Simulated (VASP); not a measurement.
# ZnS (I-4m2) in VASP: further runs

Runs on ZnS. Level: PBE. Tasks: single point.

Everything below comes from runs of VASP 6.6.1. Logs are shortened: lines on timing, memory, paths and dates and some standing lists are left out, and cuts for length are marked.

## 1. The cell of the first run

Symmetry: I-4m2, No. 119, tetragonal system. The conventional cell has a = 3.672 Å, b = 3.672 Å, c = 5.626 Å, α = 90.00°, β = 90.00°, γ = 90.00°. Zn (site symmetry -4m2) has 4 S at 2.31 Å within 3.1 Å. S (site symmetry -4m2) has 4 Zn at 2.31 Å within 3.1 Å.

## 2. Single point, PBE (strain -0.040 along x and y, +0.040 along z)

INCAR

```
SYSTEM = ZnS
PREC = Accurate
ENCUT = 520
EDIFF = 1E-6
ISMEAR = 0
SIGMA = 0.05
LREAL = .FALSE.
LASPH = .TRUE.
NELM = 80
ALGO = Normal
ISIF = 2
LWAVE = .FALSE.
LCHARG = .FALSE.
GGA = PE
NBANDS = 16
```

KPOINTS

```
regular mesh
0
G
  10 10 10
  0 0 0
```

POSCAR

```
ZnS
1.0
    0.0000000000      2.5964640000      2.8128360000
    2.5964640000      0.0000000000      2.8128360000
    2.5964640000      2.5964640000      0.0000000000
Zn S
1 1
Direct
    0.0000000000      0.0000000000      0.0000000000
    0.7500000000      0.7500000000      0.7500000000
```

Potentials or basis: VASP PAW PBE potentials, release 64 (Zn, S).

Started as:

```sh
$ cat potpaw_PBE.64/Zn/POTCAR potpaw_PBE.64/S/POTCAR > POTCAR
$ mpirun -np 1 vasp_std > vasp.out
```

OUTCAR:

```text
SYSTEM = ZnS
   PREC = Accurate
   ENCUT = 520
   EDIFF = 1E-6
   ISMEAR = 0
   LREAL = .FALSE.
   LASPH = .TRUE.
   NELM = 80
   ISIF = 2
   GGA = PE

 ion  position               nearest neighbor table
   1  0.000  0.000  0.000-   2 2.31   2 2.31   2 2.31   2 2.31
   2  0.750  0.750  0.750-   1 2.31   1 2.31   1 2.31   1 2.31

  LATTYP: Found a body centered tetragonal cell.
 ALAT       =     3.6719546030
 C/A-ratio  =     1.5320646926

  Lattice vectors:

 A1 = (  -2.5964640000,   0.0000000000,   2.8128360000)
 A2 = (   2.5964640000,   0.0000000000,   2.8128360000)
 A3 = (   0.0000000000,   2.5964640000,  -2.8128360000)

Analysis of symmetry for initial positions (statically):
=====================================================================
 Subroutine PRICEL returns:
 Original cell was already a primitive cell.

 Routine SETGRP: Setting up the symmetry group for a
 body centered tetragonal supercell.

 Subroutine GETGRP returns: Found  8 space group operations
 (whereof  8 operations were pure point group operations)
 out of a pool of 16 trial point group operations.

The static configuration has the point symmetry D_2d.

Analysis of symmetry for dynamics (positions and initial velocities):
=====================================================================
 Subroutine PRICEL returns:
 Original cell was already a primitive cell.

 Routine SETGRP: Setting up the symmetry group for a
 body centered tetragonal supercell.

 Subroutine GETGRP returns: Found  8 space group operations
 (whereof  8 operations were pure point group operations)
 out of a pool of 16 trial point group operations.

The dynamic configuration has the point symmetry D_2d.

 Subroutine INISYM returns: Found  8 space group operations
 (whereof  8 operations are pure point group operations),
 and found     1 'primitive' translations

----------------------------------------------------------------------------------------

                                     Primitive cell

  volume of cell :      37.9262

  direct lattice vectors                    reciprocal lattice vectors
     0.000000000  2.596464000  2.812836000    -0.192569587  0.192569587  0.177756542
     2.596464000  0.000000000  2.812836000     0.192569587 -0.192569587  0.177756542
     2.596464000  2.596464000  0.000000000     0.192569587  0.192569587 -0.177756542

  length of vectors
     3.828011451  3.828011451  3.671954603     0.325212976  0.325212976  0.325212976

  position of ions in fractional coordinates (direct lattice)
     0.000000000  0.000000000  0.000000000
     0.750000000  0.750000000  0.750000000

  ion indices of the primitive-cell ions
   primitive index   ion index
                 1           1
                 2           2

----------------------------------------------------------------------------------------

 KPOINTS: regular mesh

Automatic generation of k-mesh.
 Grid dimensions read from file:
 generate k-points for:   10   10   10

 Generating k-lattice:

  Cartesian coordinates                     Fractional coordinates (reciprocal lattice)
    -0.019256959  0.019256959  0.017775654     0.100000000 -0.000000000  0.000000000
     0.019256959 -0.019256959  0.017775654    -0.000000000  0.100000000  0.000000000
     0.019256959  0.019256959 -0.017775654     0.000000000  0.000000000  0.100000000

  Length of vectors
     0.032521298  0.032521298  0.032521298

  Shift w.r.t. Gamma in fractional coordinates (k-lattice)
     0.000000000  0.000000000  0.000000000

 Subroutine IBZKPT returns following result:
 ===========================================

 Found    102 irreducible k-points:

 Following reciprocal coordinates:
            Coordinates               Weight
  0.000000  0.000000  0.000000      1.000000
  0.100000  0.000000  0.000000      8.000000
  0.200000  0.000000  0.000000      8.000000
  0.300000  0.000000  0.000000      8.000000
  0.400000  0.000000  0.000000      8.000000
  0.500000  0.000000  0.000000      4.000000
[... 16 lines left out ...]
  0.300000  0.300000  0.000000      2.000000
  0.400000  0.300000  0.000000      8.000000
 [... further k-points ...]
   k-points           NKPTS =    102   k-points in BZ     NKDIM =    102   number of bands    NBANDS=     16
   number of dos      NEDOS =    301   number of ions     NIONS =      2
   total plane-waves  NPLWV =  21952
   dimension x,y,z NGX =    28 NGY =   28 NGZ =   28
   dimension x,y,z NGXF=    56 NGYF=   56 NGZF=   56
   ions per type =               1   1
   NGX,Y,Z   is equivalent  to a cutoff of  12.16, 12.16, 12.68 a.u.
   NGXF,Y,Z  is equivalent  to a cutoff of  24.32, 24.32, 25.35 a.u.
 SYSTEM =  ZnS
   PREC   = accura    normal or accurate (medium, high low for compatibility)
   ISTART =      0    job   : 0-new  1-cont  2-samecut
   ICHARG =      2    charge: 1-file 2-atom 10-const
   ISPIN  =      1    spin polarized calculation?
   LNONCOLLINEAR =      F non collinear calculations
   LSORBIT =      F    spin-orbit coupling
   LASPH  =      T    aspherical Exc in radial PAW
   ENCUT  =  520.0 eV  38.22 Ry    6.18 a.u.   7.12  7.12  6.83*2*pi/ulx,y,z
   NELM   =     80;   NELMIN=  2; NELMDL= -5     # of ELM steps
   EDIFF  = 0.1E-05   stopping-criterion for ELM
   LREAL  =      F    real-space projection
   EDIFFG = 0.1E-04   stopping-criterion for IOM
   NSW    =      0    number of steps for IOM
   IBRION =     -1    ionic relax: 0-MD 1-quasi-New 2-CG
   NFREE  =      0    steps in history (QN), initial steepest desc. (CG)
   ISIF   =      2    stress and relaxation
   ISYM   =      2    0-nonsym 1-usesym 2-fastsym
   POTIM  = 0.5000    time-step for ionic-motion
   TEBEG  =    0.0;   TEEND  =   0.0 temperature during run
   PSTRESS=    0.0 pullay stress
   NELECT =      18.0000    total number of electrons
   NUPDOWN=      -1.0000    fix difference up-down
   EMIN   =  10.00;   EMAX   =-10.00  energy-range for DOS
   EFERMI =   0.00;   METHOD = LEGACY
   ISMEAR =     0;   SIGMA  =   0.05  broadening in eV -4-tet -1-fermi 0-gaus
   EFERMI_NEDOS =   21; number of points for ismear=-14 and -15
   IALGO  =     38    algorithm
   IMIX   =      4    mixing-type and parameters
     AMIX     =   0.40;   BMIX     =  1.00
     AMIX_MAG =   1.60;   BMIX_MAG =  1.00
  volume/ion in A,a.u.               =      18.96       127.97
  Fermi-wavevector in a.u.,A,eV,Ry     =   1.276986  2.413153 22.186914  1.630692
  Thomas-Fermi vector in A             =   2.409611
   LORBIT       =      0    0 simple, 1 ext, 2 COOP (PROOUT), +10 PAW based schemes
   GGA     = PE    functional components
   LHFCALC =     F    Hartree Fock is set to
   AEXX    =    0.0000 exact exchange contribution
   IVDW    =     0    specifies the selected vdW correction
   LEPSILON=     F    determine dielectric tensor
   LRPA    =     F    only Hartree local field effects (RPA)
 non-spin polarized calculation
 Gauss-broadening in eV      SIGMA  =   0.05
  energy-cutoff  :      520.00
  volume of cell :       37.93
 maximum number of plane-waves:      1042
   NGX = 15   NGY = 15   NGZ = 13

 number of electron      18.0000012 magnetization

 Free energy of the ion-electron system (eV)
  ---------------------------------------------------
  ext. energy  EPLUGINS =         0.00000000
  ---------------------------------------------------
  free energy    TOTEN  =        -6.79330498 eV

  energy without entropy =       -6.79330498  energy(sigma->0) =       -6.79330498

 E-fermi :   2.7865     XC(G=0):  -9.8239

 val. band max:        2.5863667710   @ k =   0.0000   0.0000   0.0000
 cond. band min:       4.7409795345   @ k =   0.0000   0.0000   0.0000
 fundamental gap:      2.1546127635
 Fermi energy:         2.7864538586

 k-point     1 :       0.0000    0.0000    0.0000
  band No.  band energies     occupation
      1     -10.9278      2.00000
      2      -4.0496      2.00000
      3      -3.9937      2.00000
      4      -3.9937      2.00000
      5      -3.4923      2.00000
      6      -3.4635      2.00000
[... 8 lines left out ...]
     15      14.6620      0.00000
     16      14.9916      0.00000

 k-point     2 :       0.1000    0.0000    0.0000
  band No.  band energies     occupation
      1     -10.8465      2.00000
      2      -4.0424      2.00000
      3      -3.9906      2.00000
      4      -3.9779      2.00000
      5      -3.4915      2.00000
      6      -3.4668      2.00000
[... 8 lines left out ...]
     15      14.4338      0.00000
     16      15.2015      0.00000

 k-point     3 :       0.2000    0.0000    0.0000
  band No.  band energies     occupation
      1     -10.6215      2.00000
      2      -4.0240      2.00000
      3      -3.9670      2.00000
      4      -3.9382      2.00000
      5      -3.4844      2.00000
      6      -3.4725      2.00000
[... 8 lines left out ...]
     15      13.7892      0.00000
     16      15.3122      0.00000

 k-point     4 :       0.3000    0.0000    0.0000
  band No.  band energies     occupation
      1     -10.3142      2.00000
      2      -3.9730      2.00000
      3      -3.9078      2.00000
      4      -3.8941      2.00000
      5      -3.4724      2.00000
      6      -3.4637      2.00000
[... 8 lines left out ...]
     15      13.8912      0.00000
     16      14.8260      0.00000
[... 324 lines left out ...]
 k-point    22 :      -0.2000    0.2000    0.0000
  band No.  band energies     occupation
      1     -10.1905      2.00000
      2      -3.9785      2.00000
      3      -3.8901      2.00000
      4      -3.8707      2.00000
      5      -3.5018      2.00000
      6      -3.4054      2.00000
[... 8 lines left out ...]
     15      15.6763      0.00000
     16      16.6503      0.00000

 k-point    23 :       0.3000    0.3000    0.0000
  band No.  band energies     occupation
      1     -10.1810      2.00000
      2      -4.1136      2.00000
      3      -3.7770      2.00000
      4      -3.7770      2.00000
      5      -3.5456      2.00000
      6      -3.4231      2.00000
[... 8 lines left out ...]
     15      15.8577      0.00000
     16      19.3067      0.00000

 k-point    24 :       0.4000    0.3000    0.0000
  band No.  band energies     occupation
      1      -9.9700      2.00000
      2      -4.0811      2.00000
      3      -3.7289      2.00000
      4      -3.7240      2.00000
      5      -3.4998      2.00000
      6      -3.4192      2.00000
[... 8 lines left out ...]
     15      16.1626      0.00000
     16      18.4477      0.00000

 [... further k-points ...]
[... 5 lines left out ...]
  --------------------------------------------------------------------------------------
  -------------------------------------------------------------------------------------
  Total        1.4404412      1.4404412      0.5787319      0.0000000      0.0000000      0.0000000
  in kB       60.8509145     60.8509145     24.4483190      0.0000000      0.0000000      0.0000000
  external PRESSURE =      48.7167160 kB  Pullay stress =       0.0000000 kB

 VOLUME and BASIS-vectors are now :
 -----------------------------------------------------------------------------
  energy-cutoff  :      520.00
  volume of cell :       37.93
      direct lattice vectors                 reciprocal lattice vectors
     0.000000000  2.596464000  2.812836000    -0.192569587  0.192569587  0.177756542
     2.596464000  0.000000000  2.812836000     0.192569587 -0.192569587  0.177756542
     2.596464000  2.596464000  0.000000000     0.192569587  0.192569587 -0.177756542

 POSITION                                       TOTAL-FORCE (eV/Angst)
 -----------------------------------------------------------------------------------
      0.00000      0.00000      0.00000         0.000000      0.000000      0.000000
      3.89470      3.89470      4.21925         0.000000      0.000000     -0.000000
 -----------------------------------------------------------------------------------
    total drift:                               -0.000000     -0.000000     -0.000004

  FREE ENERGIE OF THE ION-ELECTRON SYSTEM (eV)
  ---------------------------------------------------
  free  energy   TOTEN  =        -6.7933049758 eV

  energy  without entropy=       -6.7933049758  energy(sigma->0) =       -6.79330498
```

Run time: 71 s. Hardware: 1 thread of Intel Xeon 8259CL, shared host; peak memory 0.2 GiB.

What came out:

```
Free energy            : -6.7933 eV
Pressure               : 4.9 GPa
Band gap on the k mesh : 2.15 eV, direct
```

Caveat: the cell differs from its parent crystal (strain -0.040 along x and y, +0.040 along z).

## 3. Single point, PBE (strain -0.040 along x and y, +0.080 along z)

INCAR

```
PREC = Accurate
ENCUT = 520
EDIFF = 1E-6
ISMEAR = 0
SIGMA = 0.05
LREAL = False
LASPH = True
NELM = 60
ALGO = Normal
ISIF = 2
LWAVE = False
LCHARG = False
GGA = PE
NBANDS = 16
```

KPOINTS

```
Automatic mesh
0
Gamma
  10 10 10
```

POSCAR

```
ZnS
1.0
    0.0000000000      2.5964640000      2.9210220000
    2.5964640000      0.0000000000      2.9210220000
    2.5964640000      2.5964640000      0.0000000000
Zn S
1 1
Direct
    0.0000000000      0.0000000000      0.0000000000
    0.7500000000      0.7500000000      0.7500000000
```

Potentials or basis: VASP PAW PBE potentials, release 64 (Zn, S).

Started as:

```sh
$ cat potpaw_PBE.64/Zn/POTCAR potpaw_PBE.64/S/POTCAR > POTCAR
$ mpirun -np 1 vasp_std > vasp.out
```

OUTCAR:

```text
PREC = Accurate
   ENCUT = 520
   EDIFF = 1E-6
   ISMEAR = 0
   LREAL = False
   LASPH = True
   NELM = 60
   ISIF = 2
   GGA = PE

 ion  position               nearest neighbor table
   1  0.000  0.000  0.000-   2 2.35   2 2.35   2 2.35   2 2.35
   2  0.750  0.750  0.750-   1 2.35   1 2.35   1 2.35   1 2.35

  LATTYP: Found a body centered tetragonal cell.
 ALAT       =     3.6719546030
 C/A-ratio  =     1.5909902577

  Lattice vectors:

 A1 = (  -2.5964640000,   0.0000000000,   2.9210220000)
 A2 = (   2.5964640000,   0.0000000000,   2.9210220000)
 A3 = (   0.0000000000,   2.5964640000,  -2.9210220000)

Analysis of symmetry for initial positions (statically):
=====================================================================
 Subroutine PRICEL returns:
 Original cell was already a primitive cell.

 Routine SETGRP: Setting up the symmetry group for a
 body centered tetragonal supercell.

 Subroutine GETGRP returns: Found  8 space group operations
 (whereof  8 operations were pure point group operations)
 out of a pool of 16 trial point group operations.

[... 156 lines left out ...]
  ---------------------------------------------------
  ext. energy  EPLUGINS =         0.00000000
  ---------------------------------------------------
  free energy    TOTEN  =        -6.79372340 eV

  energy without entropy =       -6.79372340  energy(sigma->0) =       -6.79372340

 E-fermi :   2.4707     XC(G=0):  -9.6523

 val. band max:        2.2770735091   @ k =   0.0000   0.0000   0.0000
 cond. band min:       4.1683856825   @ k =   0.0000   0.0000   0.0000
 fundamental gap:      1.8913121733
 Fermi energy:         2.4706680675

 k-point     1 :       0.0000    0.0000    0.0000
  band No.  band energies     occupation
      1     -11.0027      2.00000
      2      -4.2630      2.00000
      3      -4.1814      2.00000
      4      -4.1814      2.00000
      5      -3.7490      2.00000
      6      -3.7151      2.00000
[... 433 lines left out ...]
      3      -3.9441      2.00000
      4      -3.9404      2.00000
      5      -3.7629      2.00000
      6      -3.6823      2.00000
[... 8 lines left out ...]
     15      15.8578      0.00000
     16      17.7075      0.00000

 [... further k-points ...]
[... 5 lines left out ...]
  --------------------------------------------------------------------------------------
  -------------------------------------------------------------------------------------
  Total        0.8670350      0.8670350     -0.5759074      0.0000000      0.0000000      0.0000000
  in kB       35.2710013     35.2710013    -23.4279230      0.0000000      0.0000000      0.0000000
  external PRESSURE =      15.7046932 kB  Pullay stress =       0.0000000 kB

 VOLUME and BASIS-vectors are now :
 -----------------------------------------------------------------------------
  energy-cutoff  :      520.00
  volume of cell :       39.38
      direct lattice vectors                 reciprocal lattice vectors
     0.000000000  2.596464000  2.921022000    -0.192569587  0.192569587  0.171172966
     2.596464000  0.000000000  2.921022000     0.192569587 -0.192569587  0.171172966
     2.596464000  2.596464000  0.000000000     0.192569587  0.192569587 -0.171172966

 POSITION                                       TOTAL-FORCE (eV/Angst)
 -----------------------------------------------------------------------------------
      0.00000      0.00000      0.00000        -0.000000     -0.000000     -0.000000
      3.89470      3.89470      4.38153         0.000000      0.000000      0.000000
 -----------------------------------------------------------------------------------
    total drift:                               -0.000010     -0.000010     -0.000005

  FREE ENERGIE OF THE ION-ELECTRON SYSTEM (eV)
  ---------------------------------------------------
  free  energy   TOTEN  =        -6.7937233994 eV

  energy  without entropy=       -6.7937233994  energy(sigma->0) =       -6.79372340
```

OSZICAR:

```text
N       E                     dE             d eps       ncg     rms          rms(c)
DAV:   1     0.892497476193E+02    0.89250E+02   -0.89331E+03  3280   0.135E+03
DAV:   2    -0.137988631942E+01   -0.90630E+02   -0.84648E+02  3696   0.261E+02
DAV:   3    -0.717227596020E+01   -0.57924E+01   -0.57669E+01  4088   0.643E+01
DAV:   4    -0.723235555508E+01   -0.60080E-01   -0.60068E-01  4128   0.677E+00
DAV:   5    -0.723306840068E+01   -0.71285E-03   -0.71284E-03  4128   0.707E-01    0.685E+00
DAV:   6    -0.681560055056E+01    0.41747E+00   -0.75007E-01  4888   0.302E+01    0.535E+00
DAV:   7    -0.679426290923E+01    0.21338E-01   -0.25371E-01  3848   0.453E+00    0.273E+00
DAV:   8    -0.679335037377E+01    0.91254E-03   -0.53664E-03  4432   0.896E-01    0.727E-01
DAV:   9    -0.679356985577E+01   -0.21948E-03   -0.13341E-03  3904   0.295E-01    0.100E-01
DAV:  10    -0.679373014734E+01   -0.16029E-03   -0.21620E-04  4120   0.118E-01    0.513E-02
DAV:  11    -0.679372302872E+01    0.71186E-05   -0.24588E-05  3864   0.515E-02    0.779E-03
DAV:  12    -0.679372339940E+01   -0.37068E-06   -0.30576E-06  4272   0.172E-02
   1 F= -.67937234E+01 E0= -.67937234E+01  d E =-.174044E-10
```

stdout:

```text
POSCAR found type information on POSCAR ZnS
 POSCAR found :  2 types and       2 ions
 scaLAPACK will be used
 LDA part: xc-table for (Slater+PW92), standard interpolation
 POSCAR, INCAR and KPOINTS ok, starting setup
 FFT: planning ... GRIDC
 FFT: planning ... GRID_SOFT
 FFT: planning ... GRID
 WAVECAR not read
 entering main loop
```

It took 88 s on 1 thread of Intel Xeon 8259CL, shared host; peak memory 0.2 GiB.

What came out:

| Property | Result |
| --- | --- |
| Free energy | -6.7937 eV |
| Pressure | 1.6 GPa |
| Band gap on the k mesh | 1.89 eV, direct |

Stress tensor (GPa, compression positive):
```
 3.53  0.00  0.00
 0.00  3.53  0.00
 0.00  0.00 -2.34
```

Caveat: the cell differs from its parent crystal (strain -0.040 along x and y, +0.080 along z).

(Part 1 of 2 ends here.)
